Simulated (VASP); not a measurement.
# GaN (F-43m) in VASP: notebook, part 2 of 2

VASP 6.6.1. Earlier steps stand in the parts before.

**3. Vibrations by perturbation theory, PBEsol (11.21 Å³/atom)**

INCAR reads:

```
SYSTEM = GaN
PREC     = Accurate       ! precision mode
ENCUT    = 520            ! plane-wave cutoff, eV
EDIFF    = 1E-8           ! SCF threshold, eV
ISMEAR   = 0              ! smearing method
SIGMA    = 0.01           ! smearing width, eV
LREAL    = .FALSE.        ! projectors in reciprocal space
LASPH    = .TRUE.         ! aspherical terms in the spheres
NELM     = 100            ! most SCF steps
ALGO     = Normal         ! electronic algorithm
ISIF     = 2              ! what is computed and relaxed
LWAVE    = .FALSE.        ! write WAVECAR
LCHARG   = .FALSE.        ! write CHGCAR
GGA      = PS             ! functional
IBRION   = 8              ! ionic algorithm
NSW      = 1              ! ionic steps
```

KPOINTS reads:

```
Automatic mesh
0
G
  8 8 8
  0 0 0
```

POSCAR reads:

```
GaN
1.0
    0.0000000000      2.2378373592      2.2378373592
    2.2378373592      0.0000000000      2.2378373592
    2.2378373592      2.2378373592      0.0000000000
Ga N
1 1
Direct
    0.0000000000      0.0000000000      0.0000000000
    0.2500000000      0.2500000000      0.2500000000
```

Potentials or basis: VASP PAW PBE potentials, release 64 (Ga_d, N).

Command:

```console
$ cat potpaw_PBE.64/Ga_d/POTCAR potpaw_PBE.64/N/POTCAR > POTCAR
$ mpirun -np 1 vasp_std > vasp.out
```

OUTCAR:

```text
SYSTEM = GaN
   PREC = Accurate
   ENCUT = 520
   EDIFF = 1E-8
   ISMEAR = 0
   LREAL = .FALSE.
   LASPH = .TRUE.
   NELM = 100
   ISIF = 2
   GGA = PS
   IBRION = 8
   NSW = 1

 ion  position               nearest neighbor table
   1  0.000  0.000  0.000-   2 1.94   2 1.94   2 1.94   2 1.94
   2  0.250  0.250  0.250-   1 1.94   1 1.94   1 1.94   1 1.94

  LATTYP: Found a face centered cubic cell.
 ALAT       =     4.4756747184

  Lattice vectors:

 A1 = (   0.0000000000,   2.2378373592,   2.2378373592)
 A2 = (   2.2378373592,   0.0000000000,   2.2378373592)
 A3 = (   2.2378373592,   2.2378373592,   0.0000000000)

Analysis of symmetry for initial positions (statically):
=====================================================================
 Subroutine PRICEL returns:
 Original cell was already a primitive cell.

 Routine SETGRP: Setting up the symmetry group for a
 face centered cubic supercell.

 Subroutine GETGRP returns: Found 24 space group operations
 (whereof 24 operations were pure point group operations)
 out of a pool of 48 trial point group operations.

The static configuration has the point symmetry T_d .

Analysis of symmetry for dynamics (positions and initial velocities):
=====================================================================
 Subroutine PRICEL returns:
 Original cell was already a primitive cell.

 Routine SETGRP: Setting up the symmetry group for a
 face centered cubic supercell.

 Subroutine GETGRP returns: Found 24 space group operations
 (whereof 24 operations were pure point group operations)
 out of a pool of 48 trial point group operations.

The dynamic configuration has the point symmetry T_d .

 Subroutine INISYM returns: Found 24 space group operations
 (whereof 24 operations are pure point group operations),
 and found     1 'primitive' translations

----------------------------------------------------------------------------------------

                                     Primitive cell

  volume of cell :      22.4138

  direct lattice vectors                    reciprocal lattice vectors
     0.000000000  2.237837359  2.237837359    -0.223429999  0.223429999  0.223429999
     2.237837359  0.000000000  2.237837359     0.223429999 -0.223429999  0.223429999
     2.237837359  2.237837359  0.000000000     0.223429999  0.223429999 -0.223429999

  length of vectors
     3.164779944  3.164779944  3.164779944     0.386992111  0.386992111  0.386992111

  position of ions in fractional coordinates (direct lattice)
     0.000000000  0.000000000  0.000000000
     0.250000000  0.250000000  0.250000000

  ion indices of the primitive-cell ions
   primitive index   ion index
                 1           1
                 2           2

[... 139 lines left out ...]
     10       7.1973      0.00000
     11      15.7134      0.00000
     12      15.7134      0.00000
     13      15.7134      0.00000
[... 354 lines left out ...]
  band No.  band energies     occupation
      1      -9.6115      2.00000
      2      -7.9325      2.00000
      3      -7.8649      2.00000
      4      -7.7202      2.00000
      5      -7.6617      2.00000
      6      -6.1238      2.00000
      7      -1.2224      2.00000
      8       2.2795      2.00000
      9       3.5396      2.00000
     10      12.1036      0.00000
     11      12.3381      0.00000
     12      15.5207      0.00000
     13      17.1260      0.00000

 [... further k-points ...]

------------------------ aborting loop because EDIFF is reached ----------------------------------------

  FORCE on cell =-STRESS in cart. coord.  units (eV):
  Direction    XX          YY          ZZ          XY          YZ          ZX
  --------------------------------------------------------------------------------------
  -------------------------------------------------------------------------------------
  Total        0.3740935      0.3740935      0.3740935      0.0000000     -0.0000000     -0.0000000
  in kB       26.7408518     26.7408518     26.7408518      0.0000000     -0.0000000     -0.0000000
  external PRESSURE =      26.7408518 kB  Pullay stress =       0.0000000 kB

 VOLUME and BASIS-vectors are now :
 -----------------------------------------------------------------------------
  energy-cutoff  :      520.00
  volume of cell :       22.41
      direct lattice vectors                 reciprocal lattice vectors
     0.000000000  2.237837359  2.237837359    -0.223429999  0.223429999  0.223429999
     2.237837359  0.000000000  2.237837359     0.223429999 -0.223429999  0.223429999
     2.237837359  2.237837359  0.000000000     0.223429999  0.223429999 -0.223429999

 POSITION                                       TOTAL-FORCE (eV/Angst)
 -----------------------------------------------------------------------------------
      0.00000      0.00000      0.00000        -0.000000     -0.000000      0.000000
      1.11892      1.11892      1.11892         0.000000      0.000000     -0.000000
 -----------------------------------------------------------------------------------
    total drift:                                0.000001      0.000001      0.000001

  FREE ENERGIE OF THE ION-ELECTRON SYSTEM (eV)
  ---------------------------------------------------
  free  energy   TOTEN  =       -13.1193103333 eV

  energy  without entropy=      -13.1193103333  energy(sigma->0) =      -13.11931033

[... ionic steps 2 to 3 ...]

--------------------------------------- Ionic step        4  -------------------------------------------

------------------------ aborting loop because EDIFF is reached ----------------------------------------

[... ionic steps 5 to 6 ...]

--------------------------------------- Ionic step        7  -------------------------------------------

 Free energy of the ion-electron system (eV)
  ---------------------------------------------------
  ---------------------------------------------------
  free energy    TOTEN  =        -0.23217237 eV

  energy without entropy =       -0.23217237

------------------------ aborting loop because EDIFF is reached ----------------------------------------

 INTERNAL STRAIN TENSOR  FOR ION    2  DIRECTION 1   (eV/Angst):
 -----------------------------------------------------------------------------
     0.00585  0.00000  0.00000
     0.00000 -0.00738 -9.01174
     0.00000 -9.01174 -0.00738

 INTERNAL STRAIN TENSOR FOR ION    2 for displacements in x,y,z  (eV/Angst):
          X           Y           Z          XY          YZ          ZX
  --------------------------------------------------------------------------------
  x     0.00000     0.00000     0.00000     0.00000    -9.01174     0.00000
  y     0.00000     0.00000     0.00000     0.00000     0.00000    -9.01174
  z     0.00000     0.00000     0.00000    -9.01174     0.00000     0.00000

 SECOND DERIVATIVES (NOT SYMMETRIZED)
 ------------------------------------
               1X          1Y          1Z          2X          2Y          2Z
  1X   -12.772651    0.000000    0.000000   12.772651    0.000000    0.000000
  1Y     0.000000  -12.772651    0.000000    0.000000   12.772651    0.000000
  1Z     0.000000    0.000000  -12.772651    0.000000    0.000000   12.772651
  2X    12.749146    0.000000    0.000000  -12.749146    0.000000    0.000000
  2Y     0.000000   12.749146    0.000000    0.000000  -12.749146    0.000000
  2Z     0.000000    0.000000   12.749146    0.000000    0.000000  -12.749146

 Eigenvectors and eigenvalues of the dynamical matrix
 ----------------------------------------------------

   1 f  =   16.349921 THz   102.729585 2PiTHz  545.374670 cm-1    67.617811 meV
             X         Y         Z           dx          dy          dz
      0.000000  0.000000  0.000000     0.000000    0.409249    0.000000
      1.118919  1.118919  1.118919     0.000000   -0.912423    0.000000
[... 21 lines left out ...]
   6 f/i=    0.005623 THz     0.035329 2PiTHz    0.187555 cm-1     0.023254 meV
             X         Y         Z           dx          dy          dz
      0.000000  0.000000  0.000000     0.000000   -0.912423    0.000000
      1.118919  1.118919  1.118919     0.000000   -0.409249    0.000000

--------------------------------------------------------------------------------------------------------

 ELASTIC MODULI CONTR FROM IONIC RELAXATION (kBar)
 Direction    XX          YY          ZZ          XY          YZ          ZX
 --------------------------------------------------------------------------------
 XX           0.0000      0.0000      0.0000      0.0000      0.0000      0.0000
 YY           0.0000      0.0000      0.0000      0.0000      0.0000      0.0000
 ZZ           0.0000      0.0000      0.0000      0.0000      0.0000      0.0000
 XY           0.0000      0.0000      0.0000   -423.1189      0.0000      0.0000
 YZ           0.0000      0.0000      0.0000      0.0000   -423.1189      0.0000
 ZX           0.0000      0.0000      0.0000      0.0000      0.0000   -423.1189
 --------------------------------------------------------------------------------
```

Run time: 66 s. Hardware: 1 thread of Intel Xeon Platinum 8488C (Sapphire Rapids), shared host; peak memory 0.2 GiB.

Results:

* Highest phonon frequency at Γ, LO-TO splitting left out: 545 cm⁻¹

Phonon frequencies in cm⁻¹ (negative: imaginary):
```csv
q point,frequencies
"(0.000, 0.000, 0.000)",0 0 0 545 545 545
```

Caveat: the cell stands under pressure or tension, which shifts response properties; the PAW data sets were made with another functional, which shifts forces and pressure a little.

**4. Vibrations by perturbation theory, PBEsol**

This run uses another cell than the first one, of 11.38 Å³/atom.

INCAR reads:

```
  ALGO = Normal
  EDIFF = 1E-8
  ENCUT = 520
  GGA = PS
  IBRION = 8
  ISIF = 2
  ISMEAR = 0
  LASPH = T
  LCHARG = T
  LREAL = F
  LWAVE = F
  NELM = 100
  NSW = 1
  PREC = Accurate
  SIGMA = 0.01
```

KPOINTS reads:

```
k-points
0
Gamma
  8 8 8
```

POSCAR reads:

```
GaN
1.0
    0.0000000000      2.2491397598      2.2491397598
    2.2491397598      0.0000000000      2.2491397598
    2.2491397598      2.2491397598      0.0000000000
Ga N
1 1
Direct
    0.0000000000      0.0000000000      0.0000000000
    0.2500000000      0.2500000000      0.2500000000
```

Potentials or basis: VASP PAW PBE potentials, release 64 (Ga_d, N).

Command:

```console
$ cat potpaw_PBE.64/Ga_d/POTCAR potpaw_PBE.64/N/POTCAR > POTCAR
$ mpirun -np 1 vasp_std > vasp.out
```

OUTCAR:

```text
EDIFF = 1E-8
   ENCUT = 520
   GGA = PS
   IBRION = 8
   ISIF = 2
   ISMEAR = 0
   LASPH = T
   LREAL = F
   NELM = 100
   NSW = 1
   PREC = Accurate

 ion  position               nearest neighbor table
   1  0.000  0.000  0.000-   2 1.95   2 1.95   2 1.95   2 1.95
   2  0.250  0.250  0.250-   1 1.95   1 1.95   1 1.95   1 1.95

  LATTYP: Found a face centered cubic cell.
 ALAT       =     4.4982795196

  Lattice vectors:

 A1 = (   0.0000000000,   2.2491397598,   2.2491397598)
 A2 = (   2.2491397598,   0.0000000000,   2.2491397598)
[... 637 lines left out ...]
               1X          1Y          1Z          2X          2Y          2Z
  1X   -12.210585    0.000000    0.000000   12.210585    0.000000    0.000000
  1Y     0.000000  -12.210585    0.000000    0.000000   12.210585    0.000000
  1Z     0.000000    0.000000  -12.210585    0.000000    0.000000   12.210585
  2X    12.184903    0.000000    0.000000  -12.184903    0.000000    0.000000
  2Y     0.000000   12.184903    0.000000    0.000000  -12.184903    0.000000
  2Z     0.000000    0.000000   12.184903    0.000000    0.000000  -12.184903

 Eigenvectors and eigenvalues of the dynamical matrix
 ----------------------------------------------------

   1 f  =   15.984378 THz   100.432811 2PiTHz  533.181467 cm-1    66.106047 meV
             X         Y         Z           dx          dy          dz
      0.000000  0.000000  0.000000     0.000000    0.409294    0.000000
      1.124570  1.124570  1.124570     0.000000   -0.912403    0.000000
[... 21 lines left out ...]
   6 f/i=    0.006284 THz     0.039484 2PiTHz    0.209615 cm-1     0.025989 meV
             X         Y         Z           dx          dy          dz
      0.000000  0.000000  0.000000     0.000000    0.000000    0.912403
      1.124570  1.124570  1.124570     0.000000    0.000000    0.409294

--------------------------------------------------------------------------------------------------------

 ELASTIC MODULI CONTR FROM IONIC RELAXATION (kBar)
 Direction    XX          YY          ZZ          XY          YZ          ZX
 --------------------------------------------------------------------------------
 XX          -0.0000     -0.0000      0.0000     -0.0000      0.0000     -0.0000
 YY          -0.0000     -0.0000     -0.0000     -0.0000     -0.0000     -0.0000
 ZZ           0.0000     -0.0000     -0.0000      0.0000     -0.0000     -0.0000
 XY          -0.0000     -0.0000      0.0000   -356.0658     -0.0000      0.0000
 YZ           0.0000     -0.0000     -0.0000     -0.0000   -356.0658      0.0000
 ZX          -0.0000     -0.0000     -0.0000      0.0000      0.0000   -356.0658
 --------------------------------------------------------------------------------
```

Run time: 56 s. Hardware: 1 thread of Intel Xeon Platinum 8488C (Sapphire Rapids), shared host; peak memory 0.2 GiB.

What came out:

| Item | Value |
| --- | --- |
| Highest phonon frequency at Γ, LO-TO splitting left out | 533 cm⁻¹ |

Phonon frequencies in cm⁻¹ (negative: imaginary):
| q point | frequencies |
| --- | --- |
| (0.000, 0.000, 0.000) | 0 0 0 533 533 533 |

Caveat: the PAW data sets were made with another functional, which shifts forces and pressure a little.
